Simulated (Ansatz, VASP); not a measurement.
Two plane-wave programs on BiTe

INCAR

```
PREC = Accurate ; ENCUT = 520
EDIFF = 1E-7 ; ISMEAR = 0
SIGMA = 0.15 ; LREAL = F
LASPH = T ; NELM = 60
ALGO = Normal ; ISIF = 2
LWAVE = F ; LCHARG = F
GGA = PS ; NBANDS = 18
```

Contents of KPOINTS:

```
Automatic mesh
0
Gamma
  12 12 12
```

POSCAR

```
BiTe
1.0
    2.5498999309      1.3253165581      3.3172919545
   -2.5498999309      1.3253165581      3.3172919545
    0.0000000000     -2.6506331162      3.3172919545
Bi Te
1 1
Direct
    0.5000000000      0.5000000000      0.5000000000
    0.0000000000      0.0000000000      0.0000000000
```

Input for Ansatz:

```yaml
crystal:
  lattice:
    - [2.5498999309, 1.3253165581, 3.3172919545]
    - [-2.5498999309, 1.3253165581, 3.3172919545]
    - [0.0, -2.6506331162, 3.3172919545]
  atoms:
    - { symbol: Bi, position: [0.5, 0.5, 0.5] }
    - { symbol: Te, position: [0.0, 0.0, 0.0] }
basis:
  ecutwfc: 420
kpoints:
  mp_grid: { grid: [12, 12, 12] }
hamiltonian:
  xc: pbesol
scf:
  occupations: { method: gaussian, width: 0.15 }
output:
  forces: true
  stress: true
  eigenvalues: true
```

Change from the starting cell: strain +0.0525 x Voigt [1, -1, 0, 0, 0, 0], atoms carried along.

Alike in both runs: task single point; functional PBEsol; k mesh 12 × 12 × 12; occupations gaussian, width 0.15 eV; no spin polarisation.

```csv
,VASP,Ansatz
version,VASP 6.6.1,Ansatz 0.2.0
potentials or method,"VASP PAW PBE potentials, release 64 (Bi_d, Te), cutoff 520 eV","scalar-relativistic, plane waves, PAW"
valence electrons in the cell,21,31
```

|  | VASP | Ansatz | Ansatz less VASP |
| --- | --- | --- | --- |
| gap on the k mesh at the Fermi level (eV) | none | none | - |
| pressure (GPa) | -2.2 | -2.1 | +0.02 |
| traceless stress, the component that is largest in VASP (GPa) | -2.14 | -2.13 | +0.001 |

VASP's potentials were made for PBE, not for PBEsol. A gap of «none» marks a metal or a gap that the smearing closes. The functional is the same, so the differences come from potentials, cutoffs and numerics. VASP's potentials hold 21 valence electrons a cell and Ansatz's 31, so a difference there can come from the potentials and not from the codes.

Spin-orbit coupling is off throughout.
